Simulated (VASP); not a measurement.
Input of a VASP 6.6.1 run:

The input INCAR:

```
ALGO     = Normal         # electronic algorithm
EDIFF    = 1E-6           # SCF threshold, eV
EDIFFG   = -0.01          # ionic threshold
ENCUT    = 600            # plane-wave cutoff, eV
GGA      = PS             # functional
IBRION   = 2              # ionic algorithm
ISIF     = 3              # what is computed and relaxed
ISMEAR   = -1             # smearing method
LASPH    = True           # aspherical terms in the spheres
LCHARG   = False          # write CHGCAR
LREAL    = False          # projectors in reciprocal space
LWAVE    = False          # write WAVECAR
NELM     = 80             # most SCF steps
NSW      = 80             # ionic steps
PREC     = Accurate       # precision mode
SIGMA    = 0.1            # smearing width, eV
```

File KPOINTS:

```
k-points
0
Gamma
  10 10 10
```

POSCAR

```
Ca
1.0
   -2.2177580097      2.2177580097      2.2177580097
    2.2177580097     -2.2177580097      2.2177580097
    2.2177580097      2.2177580097     -2.2177580097
Ca
1
Direct
    0.0000000000      0.0000000000      0.0000000000
```

Potentials or basis: VASP PAW PBE potentials, release 64 (Ca_sv).

Launch:

```console
$ cat potpaw_PBE.64/Ca_sv/POTCAR > POTCAR
$ mpirun -np 1 vasp_std > vasp.out
```

(1) Estimate the relaxed volume.

(2) Predict the band gap on the k mesh.

## Answers

(1) 40.55 Å³/atom.

(2) zero (bands 5 and 6 overlap by 0.24 eV).

Caveat: the PAW data sets were made with another functional, which shifts forces and pressure a little.
